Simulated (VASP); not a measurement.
Wanted: the native input for a VASP 6.6.1 run.

```yaml
Task: single point
Functional: PBE
Potentials_or_basis: VASP PAW PBE potentials, release 64 (Be, Te)
Cutoff: 600 eV
k_mesh: 8 × 8 × 8
Occupations: fermi-dirac, width 0.02 eV
Spin: no spin polarisation
Dipole_correction: no
Further_INCAR_settings: ALGO = Normal; EDIFF = 1e-06; NBANDS = 11
```

The structure of BeTe lies in POSCAR:

```
BeTe
1.0
    0.0000000000      2.8286236255      2.8569098617
    2.8286236255      0.0000000000      2.8569098617
    2.8286236255      2.8286236255      0.0000000000
Be Te
1 1
Direct
    0.0000000000      0.0000000000      0.0000000000
    0.2500000000      0.2500000000      0.2500000000
```

This cell differs from its parent crystal: uniaxial z strain +1.0%.

These files were run (other wordings do the same):

INCAR

```
SYSTEM = BeTe
  ALGO = Normal
  EDIFF = 1E-6
  ENCUT = 600
  GGA = PE
  GGA_COMPAT = .FALSE.
  ISIF = 2
  ISMEAR = -1
  LASPH = .TRUE.
  LCHARG = .FALSE.
  LREAL = .FALSE.
  LWAVE = .FALSE.
  NBANDS = 11
  NELM = 120
  PREC = Accurate
  SIGMA = 0.02
```

KPOINTS

```
k-points
0
G
  8 8 8
  0 0 0
```

Potentials or basis: VASP PAW PBE potentials, release 64 (Be, Te).

Command:

```console
$ cat potpaw_PBE.64/Be/POTCAR potpaw_PBE.64/Te/POTCAR > POTCAR
$ mpirun -np 1 vasp_std > vasp.out
```

It gave:

```json
{"Pressure": "-0.2 GPa", "Band gap on the k mesh": "1.99 eV, indirect (least direct gap 3.60 eV)"}
```

Caveat: the cell differs from its parent crystal (uniaxial z strain +1.0%); spin-orbit coupling is left out, which moves the levels of the heavy elements.

Run time: 21 s on 1 thread of Intel(R) Xeon(R) Platinum 8488C (Sapphire Rapids), on a shared host, peak memory 0.19 GiB.
